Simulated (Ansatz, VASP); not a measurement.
## CsTa2S4 in VASP and in Ansatz

INCAR

```
PREC = Accurate
ENCUT = 520
EDIFF = 1E-7
ISMEAR = 0
SIGMA = 0.1
LREAL = False
LASPH = True
NELM = 150
ALGO = Normal
ISIF = 2
LWAVE = False
LCHARG = False
ISPIN = 2
MAGMOM = 0 1 1 0 0 0 0
LORBIT = 11
LMAXMIX = 4
GGA = PE
IVDW = 12
NBANDS = 40
```

Contents of KPOINTS:

```
Automatic mesh
0
Gamma
  6 6 2
```

Contents of POSCAR:

```
CsTa2S4
1.0
    3.4150008720      0.0000000000      0.0000000000
   -1.7075004360      2.9574775091      0.0000000000
    0.0000000000      0.0000000000     14.6914462636
Cs Ta S
1 2 4
Direct
    0.3333333333      0.6666666667      0.0000000000
    0.0000000000      0.0000000000      0.7170832438
    0.0000000000      0.0000000000      0.2829167562
    0.6666666667      0.3333333333      0.6152684441
    0.6666666667      0.3333333333      0.8218905493
    0.6666666667      0.3333333333      0.1781094507
    0.6666666667      0.3333333333      0.3847315559
```

Input for Ansatz:

```yaml
crystal:
  lattice:
    - [3.415000872, 0.0, 0.0]
    - [-1.707500436, 2.9574775091, 0.0]
    - [0.0, 0.0, 14.6914462636]
  atoms:
    - { symbol: Cs, position: [0.3333333333, 0.6666666667, 0.0] }
    - { symbol: Ta, position: [0.0, 0.0, 0.7170832438], spin: 1.0 }
    - { symbol: Ta, position: [0.0, 0.0, 0.2829167562], spin: 1.0 }
    - { symbol: S, position: [0.6666666667, 0.3333333333, 0.6152684441] }
    - { symbol: S, position: [0.6666666667, 0.3333333333, 0.8218905493] }
    - { symbol: S, position: [0.6666666667, 0.3333333333, 0.1781094507] }
    - { symbol: S, position: [0.6666666667, 0.3333333333, 0.3847315559] }
basis:
  ecutwfc: 420
kpoints:
  mp_grid: { grid: [6, 6, 2] }
hamiltonian:
  xc: pbe
  dispersion: d3bj
scf:
  occupations: { method: gaussian, width: 0.1 }
  lower_state_search: "off"
output:
  forces: true
  stress: true
  eigenvalues: true
  populations: true
magnetization:
  spin_polarized: true
```

Alike in both runs: task single point; functional PBE; dispersion D3(BJ); k mesh 6 × 6 × 2; occupations gaussian, width 0.1 eV; collinear spin.

```csv
,VASP,Ansatz
version,VASP 6.6.1,Ansatz 0.2.0
potentials or method,"VASP PAW PBE potentials, release 64 (Cs_sv, Ta_pv, S), cutoff 520 eV","scalar-relativistic, plane waves, PAW"
valence electrons in the cell,55,59
```

Ansatz gave:

```
gap on the k mesh at the Fermi level (eV) : none
pressure (GPa)                            : 0.0
rms of the force components (eV/Å)        : 0.000
net moment per atom (μB)                  : 0.00
```

Task: Which values does VASP return?

Result: gap on the k mesh at the Fermi level (eV): none; pressure (GPa): 0.2; rms of the force components (eV/Å): 0.005; net moment per atom (μB): 0.00.

Atom by atom the forces differ by 0.005 eV/Å (rms over components). A gap of «none» marks a metal or a gap that the smearing closes. VASP's potentials hold 55 valence electrons a cell and Ansatz's 59, so a difference there can come from the potentials and not from the codes. Ansatz's warnings: filled band counts differ across k points, seeded moment not kept.

Neither program's run includes spin-orbit coupling.
